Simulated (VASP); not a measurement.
# AlSi62 (a cell with a defect) in VASP: a series of runs, part 2 of 3

VASP 6.6.1.

### 3 Single point, LDA, collinear spin, zero start

Contents of INCAR:

```
SYSTEM = AlSi62
ALGO = Normal
EDIFF = 1E-6
ENCUT = 520
ISIF = 2
ISMEAR = 0
ISPIN = 2
LASPH = .TRUE.
LCHARG = .FALSE.
LORBIT = 11
LREAL = Auto
LWAVE = .FALSE.
MAGMOM = 0 0 0 0 0 0 0 0 0 0 0 0 0 0 0 0 0 0 0 0 0 0 0 0 0 0 0 0 0 0 0 0 0 0 0 0 0 0 0 0 0 0 0 0 0 0 0 0 0 0 0 0 0 0 0 0 0 0 0 0 0 0 0
NBANDS = 166
NELECT = 249.0
NELM = 150
PREC = Accurate
SIGMA = 0.02
```

Contents of KPOINTS:

```
k-points
0
G
  1 1 1
  0 0 0
```

Contents of POSCAR:

```
AlSi62
1.0
   10.8600000000      0.0000000000      0.0000000000
    0.0000000000     10.8600000000      0.0000000000
    0.0000000000      0.0000000000     10.8600000000
Si Al
62 1
Direct
    0.4994637201      0.0005362799     -0.0010088398
    0.6258338858      0.1239067219      0.1264129834
    0.7507741252      0.2489623389     -0.0015270718
    0.8808828729      0.3722839779      0.1191171271
    0.7513872007     -0.0022913444      0.2486127993
    0.8735870166      0.1239067219      0.3741661142
    0.0000464088     -0.0002036832     -0.0000464088
    0.1267301105      0.1226746777      0.1257000000
    0.2446929098      0.2553070902      0.0048288214
    0.3773253223      0.3732698895      0.1257000000
    0.5002036832      0.4999535912     -0.0000464088
    0.6278374770      0.6228966851      0.1228966851
    0.7550029466      0.7449970534     -0.0023629834
    0.8771033149      0.8721625230      0.1228966851
    0.2511040516     -0.0006894107      0.2512894107
    0.3746372007      0.1253627993      0.3766283610
    0.5006894107      0.2488959484      0.2512894107
    0.6261539595      0.3741607735      0.3738460405
    0.7550029466      0.4976370166      0.2449970534
    0.8771033149      0.6228966851      0.3721625230
    0.5000617864     -0.0000617864      0.4999382136
    0.6233716390      0.1253627993      0.6253627993
    0.7487105893      0.2488959484      0.4993105893
    0.8743000000      0.3732698895      0.6226746777
    0.7487105893     -0.0006894107      0.7488959484
    0.8743000000      0.1226746777      0.8732698895
    0.1277160221      0.6191171271      0.1191171271
    0.2510376611      0.7492258748     -0.0015270718
    0.3760932781      0.8741661142      0.1264129834
    0.0015270718      0.2489623389      0.2492258748
    0.1263142726      0.3736857274      0.3744142726
    0.2510376611      0.4984729282      0.2492258748
    0.3760932781      0.6264129834      0.3741661142
    0.5022913444      0.7486127993      0.2486127993
    0.6257125230      0.8742874770      0.3742874770
    0.0010088398      0.0005362799      0.5005362799
    0.1229895948      0.1294744936      0.6294744936
    0.2491603131      0.2508396869      0.5026534070
    0.3705255064      0.3770104052      0.6294744936
    0.4994637201      0.4989911602      0.5005362799
    0.6258338858      0.6264129834      0.6239067219
    0.7513872007      0.7486127993      0.4977086556
    0.8735870166      0.8741661142      0.6239067219
    0.2491603131      0.0026534070      0.7508396869
    0.3705255064      0.1294744936      0.8770104052
    0.4973465930      0.2508396869      0.7508396869
    0.6255857274      0.3736857274      0.8736857274
    0.7507741252      0.4984729282      0.7489623389
    0.8808828729      0.6191171271      0.8722839779
    0.0023629834      0.7449970534      0.2449970534
    0.1258392265      0.8738460405      0.3738460405
    0.0000464088      0.4999535912      0.4997963168
    0.1267301105      0.6257000000      0.6226746777
    0.2511040516      0.7512894107      0.4993105893
    0.3746372007      0.8766283610      0.6253627993
   -0.0048288214      0.2553070902      0.7553070902
    0.2446929098      0.5048288214      0.7553070902
    0.3773253223      0.6257000000      0.8732698895
    0.5006894107      0.7512894107      0.7488959484
    0.6261539595      0.8738460405      0.8741607735
    0.0015270718      0.7492258748      0.7489623389
    0.1263142726      0.8744142726      0.8736857274
    0.0963354512      0.4036645488     -0.0963354512
```

Potentials or basis: VASP PAW LDA potentials, release 64 (Si, Al).

The run is started by

```
> cat potpaw_LDA.64/Si/POTCAR potpaw_LDA.64/Al/POTCAR > POTCAR
> mpirun -np 1 vasp_gam > vasp.out
```

OUTCAR:

```text
SYSTEM = AlSi62
   EDIFF = 1E-6
   ENCUT = 520
   ISIF = 2
   ISMEAR = 0
   ISPIN = 2
   LASPH = .TRUE.
   LORBIT = 11
   LREAL = Auto
   NELECT = 249.0
   NELM = 150
   PREC = Accurate

 ion  position               nearest neighbor table
   1  0.499  0.001  0.999-   2 2.37  29 2.37  60 2.37  45 2.38
   2  0.626  0.124  0.126-   5 2.34  17 2.35   1 2.37   3 2.37
   3  0.751  0.249  0.998-   4 2.35  47 2.35  26 2.35   2 2.37
   4  0.881  0.372  0.119-   3 2.35  30 2.35  19 2.36
   5  0.751  0.998  0.249-   2 2.34   6 2.34  35 2.35  14 2.36
   6  0.874  0.124  0.374-   5 2.34  23 2.35  36 2.37  30 2.37
   7  0.000  1.000  1.000-  14 2.34   8 2.35  26 2.35  62 2.37
   8  0.127  0.123  0.126-   9 2.33  15 2.34  30 2.35   7 2.35
   9  0.245  0.255  0.005-   8 2.33  10 2.33  45 2.38  63 2.53
  10  0.377  0.373  0.126-   9 2.33  17 2.34  32 2.35  11 2.35
[... 39 lines left out ...]
  50  0.002  0.745  0.245-  14 2.35  20 2.35  27 2.36  51 2.39
  51  0.126  0.874  0.374-  15 2.34  54 2.34  36 2.37  50 2.39
  52  0.000  0.500  0.500-  20 2.34  24 2.35  53 2.35  31 2.37
  53  0.127  0.626  0.623-  57 2.33  54 2.34  61 2.35  52 2.35
  54  0.251  0.751  0.499-  51 2.34  53 2.34  55 2.35  33 2.35
  55  0.375  0.877  0.625-  21 2.35  54 2.35  59 2.35  44 2.36
  56  0.995  0.255  0.755-  24 2.33  26 2.33  37 2.38  63 2.53
  57  0.245  0.505  0.755-  53 2.33  58 2.33  39 2.38  63 2.53
  58  0.377  0.626  0.873-  57 2.33  59 2.34  28 2.35  11 2.35
  59  0.501  0.751  0.749-  60 2.34  58 2.34  55 2.35  41 2.35
  60  0.626  0.874  0.874-  25 2.34  59 2.34   1 2.37  13 2.39
  61  0.002  0.749  0.749-  49 2.35  62 2.35  53 2.35  43 2.37
  62  0.126  0.874  0.874-  44 2.35  28 2.35  61 2.35   7 2.37
  63  0.096  0.404  0.904-   9 2.53  56 2.53  57 2.53

  LATTYP: Found a simple cubic cell.
 ALAT       =    10.8600000000

  Lattice vectors:

 A1 = (  10.8600000000,   0.0000000000,   0.0000000000)
 A2 = (   0.0000000000,  10.8600000000,   0.0000000000)
 A3 = (   0.0000000000,   0.0000000000,  10.8600000000)

Analysis of symmetry for initial positions (statically):
=====================================================================
 Subroutine PRICEL returns:
 Original cell was already a primitive cell.

 Routine SETGRP: Setting up the symmetry group for a
 simple cubic supercell.

 Subroutine GETGRP returns: Found  6 space group operations
 (whereof  2 operations were pure point group operations)
 out of a pool of 48 trial point group operations.

The static configuration has the point symmetry C_1h.
 The point group associated with its full space group is C_3v.

Analysis of symmetry for dynamics (positions and initial velocities):
=====================================================================
 Subroutine PRICEL returns:
 Original cell was already a primitive cell.

 Routine SETGRP: Setting up the symmetry group for a
 simple cubic supercell.

 Subroutine GETGRP returns: Found  6 space group operations
 (whereof  2 operations were pure point group operations)
 out of a pool of 48 trial point group operations.

The dynamic configuration has the point symmetry C_1h.
 The point group associated with its full space group is C_3v.

Analysis of structural, dynamic, and magnetic symmetry:
=====================================================================
 Subroutine PRICEL returns:
 Original cell was already a primitive cell.

 Routine SETGRP: Setting up the symmetry group for a
 simple cubic supercell.

 Subroutine GETGRP returns: Found  6 space group operations
 (whereof  2 operations were pure point group operations)
 out of a pool of 48 trial point group operations.

[... 215 lines left out ...]
   EFERMI_NEDOS =   21; number of points for ismear=-14 and -15
   IALGO  =     38    algorithm
   IMIX   =      4    mixing-type and parameters
     AMIX     =   0.40;   BMIX     =  1.00
     AMIX_MAG =   1.60;   BMIX_MAG =  1.00
  volume/ion in A,a.u.               =      20.33       137.20
  Fermi-wavevector in a.u.,A,eV,Ry     =   0.948371  1.792161 12.237175  0.899407
  Thomas-Fermi vector in A             =   2.076553
   LORBIT       =     11    0 simple, 1 ext, 2 COOP (PROOUT), +10 PAW based schemes
   GGA     = CA    functional components
   LHFCALC =     F    Hartree Fock is set to
   AEXX    =    0.0000 exact exchange contribution
   IVDW    =     0    specifies the selected vdW correction
   LEPSILON=     F    determine dielectric tensor
   LRPA    =     F    only Hartree local field effects (RPA)
 spin polarized calculation
 Gauss-broadening in eV      SIGMA  =   0.02
  energy-cutoff  :      520.00
  volume of cell :     1280.82
 maximum number of plane-waves:     17229
 NGX is ok and might be reduce to    84
   NGX = 41   NGY = 41   NGZ = 41

 number of electron     248.9999989 magnetization       0.0274661

 Free energy of the ion-electron system (eV)
  ---------------------------------------------------
  ext. energy  EPLUGINS =         0.00000000
  ---------------------------------------------------
  free energy    TOTEN  =      -375.76088275 eV

  energy without entropy =     -375.74962217  energy(sigma->0) =     -375.75525246

 E-fermi :   5.4848     XC(G=0):  -9.5125

 val. band max:        5.4838955068   @ k =   0.0000   0.0000   0.0000
 cond. band min:       5.4857107600   @ k =   0.0000   0.0000   0.0000
 fundamental gap:      0.0018152533
 Fermi energy:         5.4848031334

 spin component 1

 k-point     1 :       0.0000    0.0000    0.0000
  band No.  band energies     occupation
      1      -6.2476      1.00000
      2      -5.2227      1.00000
      3      -5.2227      1.00000
      4      -5.1980      1.00000
      5      -5.1980      1.00000
      6      -5.1392      1.00000
[... 128 lines left out ...]
    135       6.7589      0.00000
    136       6.7953      0.00000
 Fermi energy:         5.4848031334

 spin component 2

 k-point     1 :       0.0000    0.0000    0.0000
  band No.  band energies     occupation
      1      -6.2472      1.00000
      2      -5.2222      1.00000
      3      -5.2222      1.00000
      4      -5.1975      1.00000
      5      -5.1975      1.00000
      6      -5.1388      1.00000
[... 128 lines left out ...]
    135       6.7592      0.00000
    136       6.7956      0.00000
 [bands above 136 left out]

------------------------ aborting loop because EDIFF is reached ----------------------------------------

  FORCE on cell =-STRESS in cart. coord.  units (eV):
  Direction    XX          YY          ZZ          XY          YZ          ZX
  --------------------------------------------------------------------------------------
  -------------------------------------------------------------------------------------
  Total      -31.3826215    -31.3826215    -31.3826215      4.5481698     -4.5481698      4.5481698
  in kB      -39.2563870    -39.2563870    -39.2563870      5.6892861     -5.6892861      5.6892861
  external PRESSURE =     -39.2563870 kB  Pullay stress =       0.0000000 kB

 VOLUME and BASIS-vectors are now :
 -----------------------------------------------------------------------------
  energy-cutoff  :      520.00
  volume of cell :     1280.82
      direct lattice vectors                 reciprocal lattice vectors
    10.860000000  0.000000000  0.000000000     0.092081031  0.000000000  0.000000000
     0.000000000 10.860000000  0.000000000     0.000000000  0.092081031  0.000000000
     0.000000000  0.000000000 10.860000000     0.000000000  0.000000000  0.092081031

 POSITION                                       TOTAL-FORCE (eV/Angst)
 -----------------------------------------------------------------------------------
      5.42418      0.00582     10.84904         0.000564     -0.000564     -0.008139
      6.79656      1.34563      1.37284        -0.000859     -0.009266     -0.001967
      8.15341      2.70373     10.84342         0.002196      0.010320     -0.001081
      9.56639      4.04300      1.29361         0.003646     -0.003997     -0.003646
      8.16006     10.83512      2.69994        -0.005033      0.011125      0.005033
      9.48716      1.34563      4.06344         0.001967     -0.009266      0.000859
[... 55 lines left out ...]
      1.37177      9.49614      9.48823         0.002768      0.002022     -0.002768
      1.04620      4.38380      9.81380        -0.016490      0.016490      0.016490
 -----------------------------------------------------------------------------------
    total drift:                                0.010709     -0.010708     -0.010709

  FREE ENERGIE OF THE ION-ELECTRON SYSTEM (eV)
  ---------------------------------------------------
  free  energy   TOTEN  =      -375.7608827477 eV

  energy  without entropy=     -375.7496221707  energy(sigma->0) =     -375.75525246

 total charge

# of ion       s       p       d       tot
------------------------------------------
    1        0.756   0.929   0.000   1.685
    2        0.752   0.940   0.000   1.692
    3        0.750   0.943   0.000   1.694
    4        0.784   0.856   0.000   1.639
    5        0.746   0.955   0.000   1.701
    6        0.752   0.940   0.000   1.692
[... 55 lines left out ...]
   62        0.747   0.953   0.000   1.700
   63        0.422   0.333   0.000   0.755
--------------------------------------------------
tot         46.977  58.802   0.000 105.779

 magnetization (x)

# of ion       s       p       d       tot
------------------------------------------
    1        0.000   0.000   0.000   0.000
    2        0.000   0.000   0.000   0.000
    3        0.000   0.001   0.000   0.001
    4        0.000   0.000   0.000   0.000
    5        0.000   0.000   0.000   0.000
    6        0.000   0.000   0.000   0.000
[... 55 lines left out ...]
   62        0.000   0.001   0.000   0.001
   63        0.000   0.000   0.000   0.000
--------------------------------------------------
tot          0.001   0.022   0.000   0.023
```

It took 18 min on 1 thread of Intel Xeon 8259CL, shared host; peak memory 0.92 GiB.

Results:

| Quantity | Value |
| --- | --- |
| Free energy | -375.7609 eV |
| Largest force | 0.029 eV/Å |
| Net moment | 0.03 μB per cell |
| Valence electrons inside the program's atomic spheres | Si 1.69, 1.64, 1.70, 1.71 (each value once); Al 0.76 |

Forces in eV/Å, atoms in the order of the input:
```
Si   0.001 -0.001 -0.008
Si  -0.001 -0.009 -0.002
Si   0.002  0.010 -0.001
Si   0.004 -0.004 -0.004
Si  -0.005  0.011  0.005
Si   0.002 -0.009  0.001
Si   0.001 -0.007 -0.001
Si   0.002  0.000 -0.005
Si   0.006 -0.006  0.013
Si   0.000 -0.002 -0.005
Si   0.007 -0.001 -0.001
Si  -0.008  0.005  0.005
Si   0.009 -0.009  0.003
Si  -0.005  0.008  0.005
Si  -0.006 -0.008  0.006
Si   0.001 -0.001 -0.005
Si   0.008  0.006  0.006
Si   0.001  0.009 -0.001
Si   0.009  0.003 -0.009
Si  -0.005  0.005  0.008
Si   0.005 -0.005 -0.005
Si   0.005 -0.001 -0.001
Si  -0.006  0.006 -0.008
Si   0.005 -0.002  0.000
Si  -0.006 -0.008  0.006
Si   0.005  0.000 -0.002
Si   0.004 -0.004 -0.004
Si  -0.010 -0.002 -0.001
Si   0.009  0.001 -0.002
Si   0.001  0.010 -0.002
Si   0.003 -0.003  0.002
Si  -0.010 -0.001 -0.002
Si   0.009 -0.002  0.001
Si  -0.011  0.005  0.005
Si   0.008 -0.008 -0.008
Si   0.008 -0.001 -0.001
Si  -0.005  0.008  0.008
Si   0.001 -0.001 -0.003
Si  -0.008  0.005  0.008
Si   0.001 -0.008 -0.001
Si  -0.001 -0.002 -0.009
Si  -0.005  0.005  0.011
Si   0.002  0.001 -0.009
Si   0.001 -0.003 -0.001
Si  -0.008  0.008  0.005
Si   0.003 -0.001 -0.001
Si  -0.002 -0.003 -0.003
Si   0.002 -0.001  0.010
Si   0.004 -0.004 -0.004
Si  -0.003 -0.009 -0.009
Si  -0.009 -0.001 -0.001
Si   0.001 -0.001 -0.007
Si   0.002 -0.005  0.000
Si  -0.006  0.006 -0.008
Si   0.001 -0.005 -0.001
Si  -0.013 -0.006 -0.006
Si   0.006  0.013 -0.006
Si   0.000 -0.005 -0.002
Si   0.008  0.006  0.006
Si   0.001 -0.001  0.009
Si   0.001 -0.002  0.010
Si   0.003  0.002 -0.003
Al  -0.016  0.016  0.016
```

Levels at points of the mesh, in eV from the Fermi level:
Spin up:
```
           k point  band 122  band 123  band 124  band 125  band 126  band 127  band 128  band 129
(0.00, 0.00, 0.00)     -0.60     -0.18     -0.18      0.00      0.68      0.68      0.82      0.82
```
Spin down:
```tsv
k point	band 121	band 122	band 123	band 124	band 125	band 126	band 127	band 128
(0.00, 0.00, 0.00)	-0.60	-0.60	-0.18	-0.18	0.00	0.68	0.68	0.82
```

Caveat: the k points lie up to 0.58 Å⁻¹ apart; the cell carries a net charge on a neutralising background, which shifts energy and pressure; the cell is charged against a uniform background, so pressure and absolute levels hang on convention; no moment was typed at the start, so none could form.

[end of part 2 of 3]
